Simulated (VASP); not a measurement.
# Zr2Pd2Se (P6/mmm) in VASP: a series of runs

Zr2Pd2Se is run at these levels: PBE; tasks: single point, relaxation of cell and atoms.

Program: VASP 6.6.1. These are calculated values, not measurements. Logs are shortened: lines on timing, memory, paths and dates and some standing lists are left out, and cuts for length are marked.

### Step 1. The cell of the first run

It takes space group P6/mmm (No. 191, hexagonal). Conventional cell: a = 3.949 Å, b = 3.949 Å, c = 7.544 Å, α = 90.00°, β = 90.00°, γ = 120.00°. Within 3.1 Å of Zr (site symmetry 6mm) lie 1 Zr at 2.36 Å and 6 Pd at 2.57 Å and 1 Se at 2.59 Å. Pd (site symmetry -6m2) has 3 Pd at 2.28 Å and 6 Zr at 2.57 Å within 3.0 Å. Se (site symmetry 6/mmm) has 2 Zr at 2.59 Å within 3.4 Å.

The cell was built from a structure type or drawn by symmetry, and may not be a known phase.

### Step 2. Single point, PBE

File INCAR:

```
PREC = Accurate
ENCUT = 520
EDIFF = 1E-6
ISMEAR = 0
SIGMA = 0.1
LREAL = F
LASPH = T
NELM = 80
ALGO = Normal
ISIF = 2
LWAVE = F
LCHARG = F
GGA = PE
NBANDS = 33
```

File KPOINTS:

```
regular mesh
0
Gamma
  6 6 2
```

File POSCAR:

```
Zr2Pd2Se
1.0
    3.9492658400      0.0000000000      0.0000000000
   -1.9746329200      3.4201645400      0.0000000000
    0.0000000000      0.0000000000      7.5440796500
Zr Pd Se
2 2 1
Direct
    0.0000000000      0.0000000000      0.3435468800
    0.0000000000      0.0000000000      0.6564531200
    0.3333333300      0.6666666700      0.5000000000
    0.6666666700      0.3333333300      0.5000000000
    0.0000000000      0.0000000000      0.0000000000
```

Potentials or basis: VASP PAW PBE potentials, release 64 (Zr_sv, Pd, Se).

Started as:

```console
$ cat potpaw_PBE.64/Zr_sv/POTCAR potpaw_PBE.64/Pd/POTCAR potpaw_PBE.64/Se/POTCAR > POTCAR
$ mpirun -np 1 vasp_std > vasp.out
```

OUTCAR:

```text
PREC = Accurate
   ENCUT = 520
   EDIFF = 1E-6
   ISMEAR = 0
   LREAL = F
   LASPH = T
   NELM = 80
   ISIF = 2
   GGA = PE

 ion  position               nearest neighbor table
   1  0.000  0.000  0.344-   2 2.36   3 2.57   4 2.57   3 2.57   4 2.57   4 2.57   3 2.57   5 2.59

   2  0.000  0.000  0.656-   1 2.36   3 2.57   4 2.57   3 2.57   4 2.57   4 2.57   3 2.57   5 2.59

   3  0.333  0.667  0.500-   4 2.28   4 2.28   4 2.28   1 2.57   2 2.57   2 2.57   1 2.57   2 2.57
                             1 2.57
   4  0.667  0.333  0.500-   3 2.28   3 2.28   3 2.28   1 2.57   2 2.57   1 2.57   2 2.57   1 2.57
                             2 2.57
   5  0.000  0.000  0.000-   1 2.59   2 2.59

  LATTYP: Found a hexagonal cell.
 ALAT       =     3.9492658400
 C/A-ratio  =     1.9102486274

  Lattice vectors:

 A1 = (   3.9492658400,   0.0000000000,   0.0000000000)
 A2 = (  -1.9746329200,   3.4201645400,   0.0000000000)
 A3 = (   0.0000000000,   0.0000000000,   7.5440796500)

Analysis of symmetry for initial positions (statically):
=====================================================================
 Subroutine PRICEL returns:
 Original cell was already a primitive cell.

 Routine SETGRP: Setting up the symmetry group for a
 hexagonal supercell.

 Subroutine GETGRP returns: Found 24 space group operations
 (whereof 24 operations were pure point group operations)
 out of a pool of 24 trial point group operations.

The static configuration has the point symmetry D_6h.

Analysis of symmetry for dynamics (positions and initial velocities):
=====================================================================
 Subroutine PRICEL returns:
 Original cell was already a primitive cell.

 Routine SETGRP: Setting up the symmetry group for a
 hexagonal supercell.

 Subroutine GETGRP returns: Found 24 space group operations
 (whereof 24 operations were pure point group operations)
 out of a pool of 24 trial point group operations.

The dynamic configuration has the point symmetry D_6h.

 Subroutine INISYM returns: Found 24 space group operations
 (whereof 24 operations are pure point group operations),
 and found     1 'primitive' translations

----------------------------------------------------------------------------------------

                                     Primitive cell

  volume of cell :     101.8989

  direct lattice vectors                    reciprocal lattice vectors
     3.949265840  0.000000000  0.000000000     0.253211620  0.146191797  0.000000000
    -1.974632920  3.420164540  0.000000000     0.000000000  0.292383594  0.000000000
     0.000000000  0.000000000  7.544079650     0.000000000  0.000000000  0.132554274

  length of vectors
     3.949265840  3.949265837  7.544079650     0.292383594  0.292383594  0.132554274

  position of ions in fractional coordinates (direct lattice)
     0.000000000  0.000000000  0.343546880
     0.000000000  0.000000000  0.656453120
     0.333333330  0.666666670  0.500000000
     0.666666670  0.333333330  0.500000000
     0.000000000  0.000000000  0.000000000

  ion indices of the primitive-cell ions
   primitive index   ion index
                 1           1
                 2           2
                 3           3
                 4           4
                 5           5

----------------------------------------------------------------------------------------

 KPOINTS: regular mesh

Automatic generation of k-mesh.
 Grid dimensions read from file:
 generate k-points for:    6    6    2

 Generating k-lattice:

  Cartesian coordinates                     Fractional coordinates (reciprocal lattice)
     0.042201937  0.024365299  0.000000000     0.166666667  0.000000000  0.000000000
     0.000000000  0.048730599  0.000000000     0.000000000  0.166666667  0.000000000
     0.000000000  0.000000000  0.066277137     0.000000000  0.000000000  0.500000000

  Length of vectors
     0.048730599  0.048730599  0.066277137

  Shift w.r.t. Gamma in fractional coordinates (k-lattice)
     0.000000000  0.000000000  0.000000000

[... 46 lines left out ...]
  free energy    TOTEN  =       -26.58053118 eV

  energy without entropy =      -26.55958012  energy(sigma->0) =      -26.57005565

 E-fermi :   7.7704     XC(G=0): -10.6698

 val. band max:        7.7604091629   @ k =   0.1667   0.1667   0.0000
 cond. band min:       7.7908644623   @ k =   0.5000  -0.0000   0.5000
 fundamental gap:      0.0304552994
 Fermi energy:         7.7704415675

 k-point     1 :       0.0000    0.0000    0.0000
  band No.  band energies     occupation
      1     -41.3334      2.00000
      2     -40.7372      2.00000
      3     -20.8580      2.00000
      4     -19.3916      2.00000
      5     -19.3916      2.00000
      6     -18.9224      2.00000
[... 25 lines left out ...]
     32      11.6385      0.00000
     33      11.6385      0.00000

 k-point     2 :       0.1667   -0.0000    0.0000
  band No.  band energies     occupation
      1     -41.3293      2.00000
      2     -40.7375      2.00000
      3     -20.8474      2.00000
      4     -19.4213      2.00000
      5     -19.3885      2.00000
      6     -18.9365      2.00000
[... 25 lines left out ...]
     32      11.3296      0.00000
     33      11.8786      0.00000

 k-point     3 :       0.3333    0.0000    0.0000
  band No.  band energies     occupation
      1     -41.3214      2.00000
      2     -40.7382      2.00000
      3     -20.8280      2.00000
      4     -19.4745      2.00000
      5     -19.3823      2.00000
      6     -18.9636      2.00000
[... 25 lines left out ...]
     32      11.2263      0.00000
     33      11.8588      0.00000

 k-point     4 :       0.5000   -0.0000    0.0000
  band No.  band energies     occupation
      1     -41.3176      2.00000
      2     -40.7385      2.00000
      3     -20.8191      2.00000
      4     -19.4982      2.00000
      5     -19.3793      2.00000
      6     -18.9765      2.00000
[... 313 lines left out ...]
     32      12.2588      0.00000
     33      12.5945      0.00000

 k-point    13 :       0.3333    0.1667    0.5000
  band No.  band energies     occupation
      1     -41.3177      2.00000
      2     -40.7385      2.00000
      3     -20.8156      2.00000
      4     -19.4777      2.00000
      5     -19.3969      2.00000
      6     -18.9745      2.00000
[... 25 lines left out ...]
     32      11.8742      0.00000
     33      12.3330      0.00000

 k-point    14 :       0.3333    0.3333    0.5000
  band No.  band energies     occupation
      1     -41.3159      2.00000
      2     -40.7387      2.00000
      3     -20.8125      2.00000
      4     -19.4407      2.00000
      5     -19.4407      2.00000
      6     -18.9753      2.00000
[... 25 lines left out ...]
     32      11.5883      0.00000
     33      11.8930      0.00000

------------------------ aborting loop because EDIFF is reached ----------------------------------------

  FORCE on cell =-STRESS in cart. coord.  units (eV):
  Direction    XX          YY          ZZ          XY          YZ          ZX
  --------------------------------------------------------------------------------------
  -------------------------------------------------------------------------------------
  Total       44.2923300     44.2923299     15.5977047      0.0000000      0.0000000     -0.0000000
  in kB      696.4171789    696.4171774    245.2458369      0.0000000      0.0000000     -0.0000000
  external PRESSURE =     546.0267311 kB  Pullay stress =       0.0000000 kB

 VOLUME and BASIS-vectors are now :
 -----------------------------------------------------------------------------
  energy-cutoff  :      520.00
  volume of cell :      101.90
      direct lattice vectors                 reciprocal lattice vectors
     3.949265840  0.000000000  0.000000000     0.253211620  0.146191797  0.000000000
    -1.974632920  3.420164540  0.000000000     0.000000000  0.292383594  0.000000000
     0.000000000  0.000000000  7.544079650     0.000000000  0.000000000  0.132554274

 POSITION                                       TOTAL-FORCE (eV/Angst)
 -----------------------------------------------------------------------------------
      0.00000      0.00000      2.59175        -0.000000     -0.000000     -8.495812
      0.00000      0.00000      4.95233        -0.000000      0.000000      8.495812
     -0.00000      2.28011      3.77204         0.000000     -0.000000     -0.000000
      1.97463      1.14005      3.77204         0.000000     -0.000000      0.000000
      0.00000      0.00000      0.00000        -0.000000     -0.000000      0.000000
 -----------------------------------------------------------------------------------
    total drift:                                0.000000      0.000000      0.000000

  FREE ENERGIE OF THE ION-ELECTRON SYSTEM (eV)
  ---------------------------------------------------
  free  energy   TOTEN  =       -26.5805311786 eV

  energy  without entropy=      -26.5595801162  energy(sigma->0) =      -26.57005565
```

It took 40 s on 1 thread of Intel Xeon Platinum 8488C (Sapphire Rapids), shared host; peak memory 0.23 GiB.

What came out:

| Property | Result |
| --- | --- |
| Free energy | -26.5805 eV |
| Pressure | 54.6 GPa |
| Largest force | 8.496 eV/Å |
| Band gap on the k mesh | zero (bands 25 and 26 overlap by 1.00 eV) |

Forces in eV/Å, atoms in the order of the input:
```
Zr   0.000  0.000 -8.496
Zr   0.000  0.000  8.496
Pd   0.000  0.000  0.000
Pd   0.000  0.000  0.000
Se   0.000  0.000  0.000
```

Stress tensor (GPa, compression positive):
```
69.64  0.00  0.00
 0.00 69.64  0.00
 0.00  0.00 24.52
```

Caveat: the k points lie up to 0.42 Å⁻¹ apart, too coarse for converged energies and pressures of a metal; forces of over 1 eV/Å act on the atoms, so gaps and moduli don't describe the material at rest.

### Step 3. Single point, PBE

This run uses another cell than the first one, of 27.39 Å³/atom.

File INCAR:

```
  ALGO = Normal
  EDIFF = 1E-6
  ENCUT = 520
  GGA = PE
  ISIF = 2
  ISMEAR = 0
  LASPH = T
  LCHARG = F
  LREAL = F
  LWAVE = F
  NBANDS = 33
  NELM = 100
  PREC = Accurate
  SIGMA = 0.1
```

File KPOINTS:

```
k-points
0
Gamma
  6 6 2
```

File POSCAR:

```
Zr2Pd2Se
1.0
    4.4924725910      0.0000000000      0.0000000000
   -2.2462362955      3.8905953896      0.0000000000
    0.0000000000      0.0000000000      7.8343790972
Zr Pd Se
2 2 1
Direct
    0.0000000000      0.0000000000      0.3229834365
    0.0000000000      0.0000000000      0.6770165635
    0.3333333333      0.6666666667      0.5000000000
    0.6666666667      0.3333333333      0.5000000000
    0.0000000000      0.0000000000      0.0000000000
```

Potentials or basis: VASP PAW PBE potentials, release 64 (Zr_sv, Pd, Se).

Started as:

```console
$ cat potpaw_PBE.64/Zr_sv/POTCAR potpaw_PBE.64/Pd/POTCAR potpaw_PBE.64/Se/POTCAR > POTCAR
$ mpirun -np 1 vasp_std > vasp.out
```

Run time: 50 s. Hardware: 1 thread of Intel Xeon Platinum 8488C (Sapphire Rapids), shared host; peak memory 0.29 GiB.

Results (log left out):

```yaml
Free_energy: -32.8209 eV
Pressure: -0.1 GPa
Largest_force: 0.007 eV/Å
Band_gap_on_the_k_mesh: zero (bands 25 and 26 overlap by 0.16 eV)
```

Forces in eV/Å, atoms in the order of the input:
```
Zr   0.000  0.000  0.007
Zr   0.000  0.000 -0.007
Pd   0.000  0.000  0.000
Pd   0.000  0.000  0.000
Se   0.000  0.000  0.000
```

Stress tensor (GPa, compression positive):
```
-0.11  0.00  0.00
 0.00 -0.11  0.00
 0.00  0.00  0.04
```

Levels at points of the mesh, in eV from the Fermi level:
| k point | band 21 | band 22 | band 23 | band 24 | band 25 | band 26 | band 27 | band 28 | band 29 | band 30 |
| --- | --- | --- | --- | --- | --- | --- | --- | --- | --- | --- |
| (0.00, 0.00, 0.00) | -1.82 | -1.54 | -1.38 | -1.38 | -0.01 | -0.01 | 0.32 | 2.26 | 2.26 | 2.39 |
| (0.50, 0.00, 0.00) | -1.97 | -1.94 | -1.93 | -0.81 | 0.08 | 0.29 | 0.39 | 0.91 | 2.05 | 2.18 |
| (0.00, 0.00, 0.50) | -1.82 | -1.77 | -1.42 | -1.42 | 0.01 | 0.01 | 1.44 | 1.44 | 1.68 | 2.36 |
| (0.50, 0.00, 0.50) | -1.97 | -1.93 | -1.73 | -0.94 | -0.61 | 0.30 | 1.10 | 1.65 | 2.19 | 2.48 |

Caveat: the k points lie up to 0.40 Å⁻¹ apart.

### Step 4. Relaxation of cell and atoms, PBE

File INCAR:

```
  ALGO = Normal
  EDIFF = 1E-6
  EDIFFG = -0.04
  ENCUT = 600
  GGA = PE
  IBRION = 2
  ISIF = 3
  ISMEAR = 0
  LASPH = True
  LCHARG = False
  LREAL = False
  LWAVE = False
  NELM = 100
  NSW = 90
  PREC = Accurate
  SIGMA = 0.1
```

KPOINTS is that of step 3.

File POSCAR:

```
Zr2Pd2Se
1.0
    3.9492658400      0.0000000000      0.0000000000
   -1.9746329200      3.4201645400      0.0000000000
    0.0000000000      0.0000000000      7.5440796500
Zr Pd Se
2 2 1
Direct
    0.0000000000      0.0000000000      0.3435468800
    0.0000000000      0.0000000000      0.6564531200
    0.3333333300      0.6666666700      0.5000000000
    0.6666666700      0.3333333300      0.5000000000
    0.0000000000      0.0000000000      0.0000000000
```

Started as:

```console
$ cat potpaw_PBE.64/Zr_sv/POTCAR potpaw_PBE.64/Pd/POTCAR potpaw_PBE.64/Se/POTCAR > POTCAR
$ mpirun -np 1 vasp_std > vasp.out
```

It took 4.5 min on 1 thread of Intel Xeon Platinum 8488C (Sapphire Rapids), shared host; peak memory 0.28 GiB.

The run converged. Its results:

* Free energy: -32.8088 eV
* Relaxed volume: 27.31 Å³/atom
* Relaxed cell: a = 4.485 Å, b = 4.485 Å, c = 7.841 Å, α = 90.00°, β = 90.00°, γ = 120.00°
* Space group after relaxing (to 0.1 Å): P6/mmm (No. 191)
* Energy gained by relaxing: 1245.5 meV/atom
* Ionic steps: 9
* Pressure after relaxing: 0.1 GPa
* Largest force after relaxing: 0.030 eV/Å
* Band gap on the k mesh: zero (bands 25 and 26 overlap by 0.16 eV)

Forces on the atoms (eV/Å):
```
Zr   0.000  0.000  0.030
Zr   0.000  0.000 -0.030
Pd   0.000  0.000  0.000
Pd   0.000  0.000  0.000
Se   0.000  0.000  0.000
```

Stress tensor (GPa, compression positive):
```
0.18 0.00 0.00
0.00 0.18 0.00
0.00 0.00 0.06
```

The path:
| step | energy change (eV) | largest force (eV/Å) | pressure (GPa) | volume (Å³) |
| --- | --- | --- | --- | --- |
| 1 | 0.0000 | 8.4970 | 54.60 | 101.90 |
| 2 | 1.1572 | 2.5625 | -9.61 | 238.82 |
| 3 | -6.0702 | 0.7884 | -4.44 | 145.43 |
| 4 | -6.1872 | 0.3989 | -2.43 | 140.94 |
| 5 | -6.2226 | 0.0300 | -0.08 | 136.72 |
| 6 | -6.2223 | 0.0526 | -0.53 | 137.48 |
| 7 | -6.2256 | 0.2077 | 0.09 | 136.68 |
| 8 | -6.2263 | 0.1621 | -0.10 | 136.91 |
| 9 | -6.2275 | 0.0299 | 0.14 | 136.57 |

Final structure:
```xyz
5
Lattice="4.4846 0.0000 0.0000 -2.2423 3.8838 0.0000 0.0000 0.0000 7.8410" Properties=species:S:1:pos:R:3 pbc="T T T"
Zr    0.0000    0.0000    2.5295
Zr    0.0000    0.0000    5.3114
Pd    0.0000    2.5892    3.9205
Pd    2.2423    1.2946    3.9205
Se    0.0000    0.0000    0.0000
```

Levels at points of the mesh, in eV from the Fermi level:
```tsv
k point	band 23	band 24	band 25	band 26	band 27	band 28
(0.00, 0.00, 0.00)	-1.38	-1.38	-0.01	-0.01	0.33	2.25
(0.50, 0.00, 0.00)	-1.93	-0.80	0.09	0.30	0.37	0.90
(0.00, 0.00, 0.50)	-1.42	-1.42	0.01	0.01	1.46	1.46
(0.50, 0.00, 0.50)	-1.74	-0.94	-0.60	0.28	1.10	1.64
```

Caveat: the k points lie up to 0.40 Å⁻¹ apart in the final cell; the volume moved by over 15 % at a fixed basis, so the end points are rough.

### Step 5. Single point, PBE

This run uses another cell than the first one, of 27.34 Å³/atom.

File INCAR:

```
  ALGO = Normal
  EDIFF = 1E-6
  ENCUT = 520
  GGA = PE
  ISIF = 2
  ISMEAR = 0
  LASPH = True
  LCHARG = False
  LREAL = False
  LWAVE = False
  NBANDS = 33
  NELM = 100
  PREC = Accurate
  SIGMA = 0.1
```

File KPOINTS:

```
k-points
0
Gamma
  12 12 6
```

File POSCAR:

```
Zr2Pd2Se
1.0
    4.4881304946      0.0000000000      0.0000000000
   -2.2440652473      3.8868350238      0.0000000000
    0.0000000000      0.0000000000      7.8370323985
Zr Pd Se
2 2 1
Direct
    0.0000000000      0.0000000000      0.3221019501
    0.0000000000      0.0000000000      0.6778980499
    0.3333333333      0.6666666667      0.5000000000
    0.6666666667      0.3333333333      0.5000000000
    0.0000000000      0.0000000000      0.0000000000
```

Started as:

```console
$ cat potpaw_PBE.64/Zr_sv/POTCAR potpaw_PBE.64/Pd/POTCAR potpaw_PBE.64/Se/POTCAR > POTCAR
$ mpirun -np 1 vasp_std > vasp.out
```

Run time: 3.9 min. Hardware: 1 thread of Intel Xeon Platinum 8488C (Sapphire Rapids), shared host; peak memory 0.48 GiB.

The run converged. Its results:

| Property | Result |
| --- | --- |
| Free energy | -32.7962 eV |
| Pressure | -0.1 GPa |
| Largest force | 0.021 eV/Å |
| Band gap on the k mesh | zero (bands 25 and 26 overlap by 0.27 eV) |

Forces in eV/Å, atoms in the order of the input:
```
Zr   0.000  0.000  0.021
Zr   0.000  0.000 -0.021
Pd   0.000  0.000  0.000
Pd   0.000  0.000  0.000
Se   0.000  0.000  0.000
```

Stress tensor (GPa, compression positive):
```
-0.16  0.00  0.00
 0.00 -0.16  0.00
 0.00  0.00  0.02
```

Levels at points of the mesh, in eV from the Fermi level:
| k point | band 21 | band 22 | band 23 | band 24 | band 25 | band 26 | band 27 | band 28 | band 29 | band 30 |
| --- | --- | --- | --- | --- | --- | --- | --- | --- | --- | --- |
| (0.00, 0.00, 0.00) | -1.76 | -1.51 | -1.35 | -1.35 | 0.03 | 0.03 | 0.35 | 2.26 | 2.26 | 2.42 |
| (0.50, 0.00, 0.00) | -1.91 | -1.91 | -1.87 | -0.76 | 0.13 | 0.32 | 0.41 | 0.94 | 2.05 | 2.21 |
| (0.00, 0.00, 0.50) | -1.76 | -1.73 | -1.38 | -1.38 | 0.05 | 0.05 | 1.48 | 1.48 | 1.69 | 2.37 |
| (0.50, 0.00, 0.50) | -1.91 | -1.87 | -1.71 | -0.90 | -0.57 | 0.32 | 1.14 | 1.67 | 2.22 | 2.50 |

### Step 6. Summary

```csv
task,cell,k mesh,cutoff (eV),gap on the mesh (eV),pressure (GPa),largest force (eV/Å)
single point,"a = 3.949, b = 3.949, c = 7.544 Å, angles 90.0, 90.0, 120.0°, 5 atoms, atomic positions A",6 × 6 × 2,520,none,54.6,8.50
single point,"a = 4.492, b = 4.492, c = 7.834 Å, angles 90.0, 90.0, 120.0°, 5 atoms, atomic positions B",6 × 6 × 2,520,none,-0.1,0.01
relaxation of cell and atoms,"relaxed from a = 3.949, b = 3.949, c = 7.544 Å, angles 90.0, 90.0, 120.0°, 5 atoms, atomic positions A",6 × 6 × 2,600,none,0.1,0.03
single point,"a = 4.488, b = 4.488, c = 7.837 Å, angles 90.0, 90.0, 120.0°, 5 atoms, atomic positions B",12 × 12 × 6,520,none,-0.1,0.02
```

Alike in all rows: level PBE; potentials or basis VASP PAW PBE potentials, release 64 (Zr_sv, Pd, Se); no spin polarisation; smearing gaussian 0.1 eV.

Caveats: some runs use coarse meshes; forces of over 1 eV/Å act on the atoms, so gaps and moduli don't describe the material at rest (at least some runs); the volume moved by over 15 % at a fixed basis, so the end points are rough (at least some runs).

Absolute energies hang on the potentials; compare differences alone.
